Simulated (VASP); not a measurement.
Runs of VASP 6.6.1 on GaP. The structure is that of space group I-4m2 (No. 119), or close to it. The cells are those of the table. 

```csv
cell,gap on the mesh (eV),pressure (GPa)
"a = 3.784, b = 3.784, c = 4.008 Å, angles 58.0, 58.0, 64.0°, 2 atoms",0.53,2.5
"a = 4.086, b = 4.086, c = 4.162 Å, angles 59.4, 59.4, 61.2°, 2 atoms",0.19,-8.6
"a = 3.857, b = 3.857, c = 3.700 Å, angles 61.3, 61.3, 57.3°, 2 atoms",1.17,(a)
"a = 4.011, b = 4.011, c = 4.162 Å, angles 58.7, 58.7, 62.5°, 2 atoms",0.34,-7.2
"a = 3.857, b = 3.857, c = 4.008 Å, angles 58.7, 58.7, 62.6°, 2 atoms",(c),-0.7
"a = 3.932, b = 3.932, c = 4.008 Å, angles 59.4, 59.4, 61.3°, 2 atoms",1.05,-3.4
"a = 3.866, b = 3.866, c = 4.162 Å, angles 57.4, 57.4, 65.1°, 2 atoms",(b),-3.3
"a = 3.938, b = 3.938, c = 3.700 Å, angles 62.0, 62.0, 56.0°, 2 atoms",1.05,2.6
```

Alike in all rows: task single point; level PBE; potentials or basis VASP PAW PBE potentials, release 64 (Ga_d, P); no spin polarisation; k mesh 8 × 8 × 8; cutoff (eV) 520; smearing gaussian 0.05 eV.

Task: Fill in the values left out.

Result: (a) 6.4; (b) 0.37; (c) 0.97.

Caveats: the cell stands under tension (at least some runs); the cell stands under pressure (at least some runs).

A k mesh can miss the band edges, and the runs leave out spin-orbit coupling on Ga.
